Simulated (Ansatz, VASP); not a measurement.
# One calculation of TiZn3N3, two programs

```
Ti Zn N
1.0
     5.72866    0.00000    0.00000
    -2.86433    4.96117    0.00000
     0.00000    0.00000    5.29081
Ti Zn N
1 3 3
Direct
  0.00000 0.00000 0.00000
  0.00000 0.00000 0.50000
  0.33333 0.66667 0.00000
  0.66667 0.33333 0.00000
  0.67498 0.00000 0.00000
  0.00000 0.67498 0.00000
  0.32502 0.32502 0.00000
```

Alike in both runs: functional PBE; k mesh 3 × 3 × 3; occupations gaussian, width 0.15 eV; collinear spin.

Ansatz relaxed the structure, and its values are those at the end. VASP's run is a single point on that final structure, the one shown.

|  | VASP | Ansatz |
| --- | --- | --- |
| version | VASP 6.6.1 | Ansatz 0.2.0 |
| potentials or method | VASP PAW PBE potentials, release 64 (Ti_sv, Zn, N), cutoff 520 eV | scalar-relativistic, plane waves, PAW |
| valence electrons in the cell | 63 | 63 |

Ansatz gave:

| Quantity | Value |
| --- | --- |
| gap on the k mesh at the Fermi level (eV) | none |
| pressure (GPa) | 0.2 |
| rms of the force components (eV/Å) | 0.002 |
| net moment per atom (μB) | 0.06 |
| size of the moment on the site where the two differ most (μB) | 0.07 |

Which values does VASP return?

gap on the k mesh at the Fermi level (eV): none; pressure (GPa): 0.5; rms of the force components (eV/Å): 0.012; net moment per atom (μB): 0.00; size of the moment on the site where the two differ most (μB): 0.00.

Site moments also hang on the region over which each program counts them. A gap of «none» marks a metal or a gap that the smearing closes.

The k mesh is coarse, so the values compare programs but aren't converged.
